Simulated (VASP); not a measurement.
# Hf2Bi2O (P6/mmm) in VASP: further runs

Hf2Bi2O is run at these levels: PBE; tasks: single point.

Program: VASP 6.6.1. These are calculated values, not measurements. Logs are shortened: lines on timing, memory, paths and dates and some standing lists are left out, and cuts for length are marked.

### Step 1. The cell of the first run

It takes space group P6/mmm (No. 191, hexagonal). The conventional cell has a = 4.108 Å, b = 4.108 Å, c = 8.139 Å, α = 90.00°, β = 90.00°, γ = 120.00°. Hf (site symmetry 6mm) has 1 O at 2.28 Å and 6 Bi at 2.97 Å within 3.0 Å. Bi (site symmetry -6m2) has 3 Bi at 2.37 Å and 6 Hf at 2.97 Å within 3.1 Å. Within 3.0 Å of O (site symmetry 6/mmm) lie 2 Hf at 2.28 Å.

### Step 2. Single point, PBE

File INCAR:

```
  PREC = Accurate
  ENCUT = 520
  EDIFF = 1E-6
  ISMEAR = 0
  SIGMA = 0.1
  LREAL = F
  LASPH = T
  NELM = 100
  ALGO = Normal
  ISIF = 2
  LWAVE = F
  LCHARG = F
  GGA = PE
  NBANDS = 36
```

File KPOINTS:

```
regular mesh
0
Gamma
  6 6 2
```

File POSCAR:

```
Hf2Bi2O
1.0
    4.1076582400      0.0000000000      0.0000000000
   -2.0538291200      3.5573363800      0.0000000000
    0.0000000000      0.0000000000      8.1390941500
Hf Bi O
2 2 1
Direct
    0.0000000000      0.0000000000      0.7795452800
    0.0000000000      0.0000000000      0.2204547200
    0.3333333300      0.6666666700      0.0000000000
    0.6666666700      0.3333333300      0.0000000000
    0.0000000000      0.0000000000      0.5000000000
```

Potentials or basis: VASP PAW PBE potentials, release 64 (Hf_pv, Bi_d, O).

On the command line:

```sh
$ cat potpaw_PBE.64/Hf_pv/POTCAR potpaw_PBE.64/Bi_d/POTCAR potpaw_PBE.64/O/POTCAR > POTCAR
$ mpirun -np 1 vasp_std > vasp.out
```

OUTCAR:

```text
PREC = Accurate
   ENCUT = 520
   EDIFF = 1E-6
   ISMEAR = 0
   LREAL = F
   LASPH = T
   NELM = 100
   ISIF = 2
   GGA = PE

 ion  position               nearest neighbor table
   1  0.000  0.000  0.780-   5 2.28   4 2.97   3 2.97   3 2.97   4 2.97   4 2.97   3 2.97   2 3.59

   2  0.000  0.000  0.220-   5 2.28   4 2.97   3 2.97   3 2.97   4 2.97   4 2.97   3 2.97   1 3.59

   3  0.333  0.667  0.000-   4 2.37   4 2.37   4 2.37   1 2.97   2 2.97   2 2.97   1 2.97   2 2.97
                             1 2.97
   4  0.667  0.333  0.000-   3 2.37   3 2.37   3 2.37   1 2.97   2 2.97   1 2.97   2 2.97   1 2.97
                             2 2.97
   5  0.000  0.000  0.500-   1 2.28   2 2.28

  LATTYP: Found a hexagonal cell.
 ALAT       =     4.1076582400
 C/A-ratio  =     1.9814438482

  Lattice vectors:

 A1 = (   4.1076582400,   0.0000000000,   0.0000000000)
 A2 = (  -2.0538291200,   3.5573363800,   0.0000000000)
 A3 = (   0.0000000000,   0.0000000000,   8.1390941500)

Analysis of symmetry for initial positions (statically):
=====================================================================
 Subroutine PRICEL returns:
 Original cell was already a primitive cell.

 Routine SETGRP: Setting up the symmetry group for a
 hexagonal supercell.

 Subroutine GETGRP returns: Found 24 space group operations
 (whereof 24 operations were pure point group operations)
 out of a pool of 24 trial point group operations.

The static configuration has the point symmetry D_6h.

Analysis of symmetry for dynamics (positions and initial velocities):
=====================================================================
 Subroutine PRICEL returns:
 Original cell was already a primitive cell.

 Routine SETGRP: Setting up the symmetry group for a
 hexagonal supercell.

 Subroutine GETGRP returns: Found 24 space group operations
 (whereof 24 operations were pure point group operations)
 out of a pool of 24 trial point group operations.

The dynamic configuration has the point symmetry D_6h.

 Subroutine INISYM returns: Found 24 space group operations
 (whereof 24 operations are pure point group operations),
 and found     1 'primitive' translations

----------------------------------------------------------------------------------------

                                     Primitive cell

  volume of cell :     118.9311

  direct lattice vectors                    reciprocal lattice vectors
     4.107658240  0.000000000  0.000000000     0.243447712  0.140554602  0.000000000
    -2.053829120  3.557336380  0.000000000     0.000000000  0.281109205  0.000000000
     0.000000000  0.000000000  8.139094150     0.000000000  0.000000000  0.122863796

  length of vectors
     4.107658240  4.107658235  8.139094150     0.281109204  0.281109205  0.122863796

  position of ions in fractional coordinates (direct lattice)
     0.000000000  0.000000000  0.779545280
     0.000000000  0.000000000  0.220454720
     0.333333330  0.666666670  0.000000000
     0.666666670  0.333333330  0.000000000
     0.000000000  0.000000000  0.500000000

  ion indices of the primitive-cell ions
   primitive index   ion index
                 1           1
                 2           2
                 3           3
                 4           4
                 5           5

----------------------------------------------------------------------------------------

 KPOINTS: regular mesh

Automatic generation of k-mesh.
 Grid dimensions read from file:
 generate k-points for:    6    6    2

 Generating k-lattice:

  Cartesian coordinates                     Fractional coordinates (reciprocal lattice)
     0.040574619  0.023425767  0.000000000     0.166666667  0.000000000  0.000000000
     0.000000000  0.046851534  0.000000000     0.000000000  0.166666667  0.000000000
     0.000000000  0.000000000  0.061431898     0.000000000  0.000000000  0.500000000

  Length of vectors
     0.046851534  0.046851534  0.061431898

  Shift w.r.t. Gamma in fractional coordinates (k-lattice)
     0.000000000  0.000000000  0.000000000

 Subroutine IBZKPT returns following result:
 ===========================================

 Found     14 irreducible k-points:

 Following reciprocal coordinates:
            Coordinates               Weight
  0.000000  0.000000  0.000000      1.000000
  0.166667 -0.000000  0.000000      6.000000
  0.333333 -0.000000  0.000000      6.000000
  0.500000  0.000000  0.000000      3.000000
  0.166667  0.166667  0.000000      6.000000
  0.333333  0.166667  0.000000     12.000000
  0.333333  0.333333  0.000000      2.000000
  0.000000  0.000000  0.500000      1.000000
  0.166667 -0.000000  0.500000      6.000000
  0.333333 -0.000000  0.500000      6.000000
  0.500000  0.000000  0.500000      3.000000
  0.166667  0.166667  0.500000      6.000000
  0.333333  0.166667  0.500000     12.000000
  0.333333  0.333333  0.500000      2.000000
[... 124 lines left out ...]
      1     -25.5062      2.00000
      2     -25.4899      2.00000
      3     -25.4837      2.00000
      4     -25.4787      2.00000
      5     -25.4311      2.00000
      6     -25.3245      2.00000
[... 28 lines left out ...]
     35       9.9059      0.00000
     36      10.0592      0.00000

 k-point     6 :       0.3333    0.1667    0.0000
  band No.  band energies     occupation
      1     -25.5184      2.00000
      2     -25.5018      2.00000
      3     -25.4904      2.00000
      4     -25.4875      2.00000
      5     -25.4263      2.00000
      6     -25.3266      2.00000
[... 28 lines left out ...]
     35       9.0618      0.00000
     36      10.1914      0.00000

 k-point     7 :       0.3333    0.3333    0.0000
  band No.  band energies     occupation
      1     -25.5073      2.00000
      2     -25.5073      2.00000
      3     -25.4980      2.00000
      4     -25.4980      2.00000
      5     -25.4257      2.00000
      6     -25.3275      2.00000
[... 28 lines left out ...]
     35       9.6276      0.00000
     36       9.6948      0.00000

 k-point     8 :       0.0000    0.0000    0.5000
  band No.  band energies     occupation
      1     -25.4770      2.00000
      2     -25.4770      2.00000
      3     -25.4668      2.00000
      4     -25.4668      2.00000
      5     -25.4301      2.00000
      6     -25.3355      2.00000
[... 28 lines left out ...]
     35       8.3680      0.00000
     36       8.3767      0.00000

 k-point     9 :       0.1667   -0.0000    0.5000
  band No.  band energies     occupation
      1     -25.4902      2.00000
      2     -25.4786      2.00000
      3     -25.4768      2.00000
      4     -25.4712      2.00000
      5     -25.4243      2.00000
      6     -25.3366      2.00000
[... 28 lines left out ...]
     35       8.8057      0.00000
     36       8.8960      0.00000

 k-point    10 :       0.3333   -0.0000    0.5000
  band No.  band energies     occupation
      1     -25.5140      2.00000
      2     -25.4964      2.00000
      3     -25.4818      2.00000
      4     -25.4801      2.00000
      5     -25.4156      2.00000
      6     -25.3390      2.00000
[... 28 lines left out ...]
     35       9.3937      0.00000
     36       9.4502      0.00000

 k-point    11 :       0.5000    0.0000    0.5000
  band No.  band energies     occupation
      1     -25.5250      2.00000
      2     -25.5059      2.00000
      3     -25.4845      2.00000
      4     -25.4834      2.00000
      5     -25.4122      2.00000
      6     -25.3403      2.00000
[... 28 lines left out ...]
     35       9.0087      0.00000
     36       9.6792      0.00000

 k-point    12 :       0.1667    0.1667    0.5000
  band No.  band energies     occupation
      1     -25.5058      2.00000
      2     -25.4903      2.00000
      3     -25.4833      2.00000
      4     -25.4791      2.00000
      5     -25.4177      2.00000
      6     -25.3384      2.00000
[... 28 lines left out ...]
     35       9.4699      0.00000
     36       9.5896      0.00000

 k-point    13 :       0.3333    0.1667    0.5000
  band No.  band energies     occupation
      1     -25.5181      2.00000
      2     -25.5022      2.00000
      3     -25.4900      2.00000
      4     -25.4879      2.00000
      5     -25.4129      2.00000
      6     -25.3405      2.00000
[... 28 lines left out ...]
     35       9.0797      0.00000
     36       9.8258      0.00000

 k-point    14 :       0.3333    0.3333    0.5000
  band No.  band energies     occupation
      1     -25.5069      2.00000
      2     -25.5069      2.00000
      3     -25.4983      2.00000
      4     -25.4983      2.00000
      5     -25.4123      2.00000
      6     -25.3414      2.00000
[... 28 lines left out ...]
     35       9.2481      0.00000
     36       9.8477      0.00000

------------------------ aborting loop because EDIFF is reached ----------------------------------------

  FORCE on cell =-STRESS in cart. coord.  units (eV):
  Direction    XX          YY          ZZ          XY          YZ          ZX
  --------------------------------------------------------------------------------------
  -------------------------------------------------------------------------------------
  Total       53.2825143     53.2825141    -12.7382645     -0.0000000      0.0000000     -0.0000000
  in kB      717.7942643    717.7942619   -171.6032604     -0.0000000      0.0000000     -0.0000000
  external PRESSURE =     421.3284219 kB  Pullay stress =       0.0000000 kB

 VOLUME and BASIS-vectors are now :
 -----------------------------------------------------------------------------
  energy-cutoff  :      520.00
  volume of cell :      118.93
      direct lattice vectors                 reciprocal lattice vectors
     4.107658240  0.000000000  0.000000000     0.243447712  0.140554602  0.000000000
    -2.053829120  3.557336380  0.000000000     0.000000000  0.281109205  0.000000000
     0.000000000  0.000000000  8.139094150     0.000000000  0.000000000  0.122863796

 POSITION                                       TOTAL-FORCE (eV/Angst)
 -----------------------------------------------------------------------------------
      0.00000      0.00000      6.34479         0.000000      0.000000     -5.262274
      0.00000      0.00000      1.79430         0.000000     -0.000000      5.262274
     -0.00000      2.37156      0.00000        -0.000000      0.000000      0.000000
      2.05383      1.18578      0.00000         0.000000     -0.000000      0.000000
      0.00000      0.00000      4.06955         0.000000     -0.000000      0.000000
 -----------------------------------------------------------------------------------
    total drift:                               -0.000000      0.000000      0.000000

  FREE ENERGIE OF THE ION-ELECTRON SYSTEM (eV)
  ---------------------------------------------------
  free  energy   TOTEN  =       -21.3166754290 eV

  energy  without entropy=      -21.2838473855  energy(sigma->0) =      -21.30026141
```

Wall time 55 s (1 thread of Intel Xeon Platinum 8259CL at 2.50GHz (Skylake/Cascade Lake), shared host); peak memory 0.27 GiB.

Results:

- Free energy: -21.3167 eV
- Pressure: 42.1 GPa
- Largest force: 5.262 eV/Å
- Band gap on the k mesh: zero (band 28 reaches 7.19 eV, above the bottom of band 29 at 5.46 eV)

Forces on the atoms (eV/Å):
```
Hf   0.000  0.000 -5.262
Hf   0.000  0.000  5.262
Bi   0.000  0.000  0.000
Bi   0.000  0.000  0.000
O    0.000  0.000  0.000
```

Levels at points of the mesh, in eV from the Fermi level:
```
           k point  band 25  band 26  band 27  band 28  band 29  band 30  band 31  band 32
(0.00, 0.00, 0.00)    -2.58    -2.58    -1.36    -1.36    -0.46    -0.29    -0.29     0.96
(0.50, 0.00, 0.00)    -2.85    -2.11    -0.35     0.68     0.79     0.89     1.15     1.31
(0.00, 0.00, 0.50)    -2.13    -2.13    -2.08    -2.08    -0.31    -0.31     0.78     0.86
(0.50, 0.00, 0.50)    -2.83    -2.20    -0.26     0.41     0.79     1.09     1.39     1.54
```

Caveat: the k points lie up to 0.39 Å⁻¹ apart; spin-orbit coupling is left out, which moves the levels of the heavy elements; forces of over 1 eV/Å act on the atoms, so gaps and moduli don't describe the material at rest.

### Step 3. Single point, PBE

This run uses another cell than the first one, of 33.06 Å³/atom, 1.390 times its volume.

File INCAR:

```
  ALGO = Normal
  EDIFF = 1E-6
  ENCUT = 520
  GGA = PE
  ISIF = 2
  ISMEAR = 0
  LASPH = T
  LCHARG = T
  LELF = T
  LREAL = F
  LVHAR = T
  LWAVE = F
  NBANDS = 36
  NELM = 80
  PREC = Accurate
  SIGMA = 0.1
```

File KPOINTS:

```
k-points
0
Gamma
  6 6 4
```

File POSCAR:

```
Hf2Bi2O
1.0
    5.3169800954      0.0000000000      0.0000000000
   -2.6584900477      4.6046398341      0.0000000000
    0.0000000000      0.0000000000      6.7523182351
Hf Bi O
2 2 1
Direct
    0.0000000000      0.0000000000      0.7859180916
    0.0000000000      0.0000000000      0.2140819084
    0.3333333333      0.6666666667      0.0000000000
    0.6666666667      0.3333333333      0.0000000000
    0.0000000000      0.0000000000      0.5000000000
```

Potentials or basis: VASP PAW PBE potentials, release 64 (Hf_pv, Bi_d, O).

On the command line:

```sh
$ cat potpaw_PBE.64/Hf_pv/POTCAR potpaw_PBE.64/Bi_d/POTCAR potpaw_PBE.64/O/POTCAR > POTCAR
$ mpirun -np 1 vasp_std > vasp.out
```

Wall time 2.1 min (1 thread of Intel Xeon Platinum 8259CL at 2.50GHz (Skylake/Cascade Lake), shared host); peak memory 0.34 GiB.

Results (log left out):

| Quantity | Value |
| --- | --- |
| Free energy | -34.2309 eV |
| Pressure | -0.4 GPa |
| Largest force | 0.078 eV/Å |
| Band gap on the k mesh | zero (band 28 reaches 4.04 eV, above the bottom of band 29 at 3.23 eV) |

Forces in eV/Å, atoms in the order of the input:
```
Hf   0.000  0.000 -0.078
Hf   0.000  0.000  0.078
Bi   0.000  0.000  0.000
Bi   0.000  0.000  0.000
O    0.000  0.000  0.000
```

Stress tensor (GPa, compression positive):
```
-0.29  0.00  0.00
 0.00 -0.29  0.00
 0.00  0.00 -0.57
```

Levels at points of the mesh, in eV from the Fermi level:
| k point | band 24 | band 25 | band 26 | band 27 | band 28 | band 29 | band 30 | band 31 | band 32 | band 33 |
| --- | --- | --- | --- | --- | --- | --- | --- | --- | --- | --- |
| (0.00, 0.00, 0.00) | -3.93 | -3.93 | -1.77 | -1.77 | -0.72 | -0.65 | 0.54 | 0.54 | 1.12 | 2.21 |
| (0.50, 0.00, 0.00) | -4.16 | -2.28 | -2.20 | -0.45 | -0.11 | 0.30 | 0.60 | 0.84 | 1.11 | 1.78 |
| (0.00, 0.00, 0.50) | -3.91 | -3.91 | -2.13 | -2.13 | 0.16 | 0.36 | 0.36 | 0.89 | 1.01 | 2.44 |
| (0.50, 0.00, 0.50) | -3.80 | -2.42 | -2.37 | -0.40 | -0.30 | 0.08 | 0.66 | 0.99 | 1.00 | 1.42 |

Caveat: spin-orbit coupling is left out, which moves the levels of the heavy elements.

### Step 4. Single point, PBE

This run uses another cell than the first one, of 32.82 Å³/atom, 1.380 times its volume.

File INCAR:

```
SYSTEM = Hf2Bi2O
ALGO = Normal
EDIFF = 1E-6
ENCUT = 520
GGA = PE
ISIF = 2
ISMEAR = 0
LASPH = .True.
LCHARG = .False.
LREAL = .False.
LWAVE = .False.
NBANDS = 36
NELM = 60
PREC = Accurate
SIGMA = 0.1
```

File KPOINTS:

```
k-points
0
Gamma
  6 6 2
  0 0 0
```

File POSCAR:

```
Hf2Bi2O
1.0
    5.2960527869      0.0000000000      0.0000000000
   -2.6480263934      4.5865162532      0.0000000000
    0.0000000000      0.0000000000      6.7548653868
Hf Bi O
2 2 1
Direct
    0.0000000000      0.0000000000      0.7860531402
    0.0000000000      0.0000000000      0.2139468598
    0.3333333333      0.6666666667      0.0000000000
    0.6666666667      0.3333333333      0.0000000000
    0.0000000000      0.0000000000      0.5000000000
```

On the command line:

```sh
$ cat potpaw_PBE.64/Hf_pv/POTCAR potpaw_PBE.64/Bi_d/POTCAR potpaw_PBE.64/O/POTCAR > POTCAR
$ mpirun -np 1 vasp_std > vasp.out
```

Wall time 92 s (1 thread of Intel Xeon Platinum 8259CL at 2.50GHz (Skylake/Cascade Lake), shared host); peak memory 0.3 GiB.

It converged, with:

| Property | Result |
| --- | --- |
| Free energy | -34.3382 eV |
| Pressure | -0.3 GPa |
| Largest force | 0.102 eV/Å |
| Band gap on the k mesh | zero (band 28 reaches 4.12 eV, above the bottom of band 29 at 3.29 eV) |

Forces in eV/Å, atoms in the order of the input:
```
Hf   0.000  0.000 -0.102
Hf   0.000  0.000  0.102
Bi   0.000  0.000  0.000
Bi   0.000  0.000  0.000
O    0.000  0.000  0.000
```

Stress tensor (GPa, compression positive):
```
-0.18  0.00  0.00
 0.00 -0.18  0.00
 0.00  0.00 -0.62
```

Levels at points of the mesh, in eV from the Fermi level:
```tsv
k point	band 24	band 25	band 26	band 27	band 28	band 29	band 30	band 31	band 32	band 33
(0.00, 0.00, 0.00)	-3.90	-3.90	-1.69	-1.69	-0.58	-0.56	0.60	0.60	1.20	2.32
(0.50, 0.00, 0.00)	-4.09	-2.25	-2.17	-0.38	0.01	0.38	0.72	0.94	1.19	1.89
(0.00, 0.00, 0.50)	-3.88	-3.88	-2.05	-2.05	0.27	0.43	0.43	1.01	1.09	2.56
(0.50, 0.00, 0.50)	-3.73	-2.38	-2.34	-0.33	-0.19	0.16	0.78	1.08	1.08	1.54
```

Caveat: the k points lie up to 0.47 Å⁻¹ apart; spin-orbit coupling is left out, which moves the levels of the heavy elements.

### Step 5. Overview

| cell | k mesh | gap on the mesh (eV) | pressure (GPa) | largest force (eV/Å) |
| --- | --- | --- | --- | --- |
| a = 4.108, b = 4.108, c = 8.139 Å, angles 90.0, 90.0, 120.0°, 5 atoms | 6 × 6 × 2 | none | 42.1 | 5.26 |
| a = 5.317, b = 5.317, c = 6.752 Å, angles 90.0, 90.0, 120.0°, 5 atoms | 6 × 6 × 4 | none | -0.4 | 0.08 |
| a = 5.296, b = 5.296, c = 6.755 Å, angles 90.0, 90.0, 120.0°, 5 atoms | 6 × 6 × 2 | none | -0.3 | 0.10 |

Alike in all rows: task single point; level PBE; potentials or basis VASP PAW PBE potentials, release 64 (Hf_pv, Bi_d, O); no spin polarisation; cutoff (eV) 520; smearing gaussian 0.1 eV.

Caveats: some runs use coarse meshes; spin-orbit coupling is left out, which moves the levels of the heavy elements; forces of over 1 eV/Å act on the atoms, so gaps and moduli don't describe the material at rest (some runs).

Absolute energies hang on the potentials; compare differences alone.
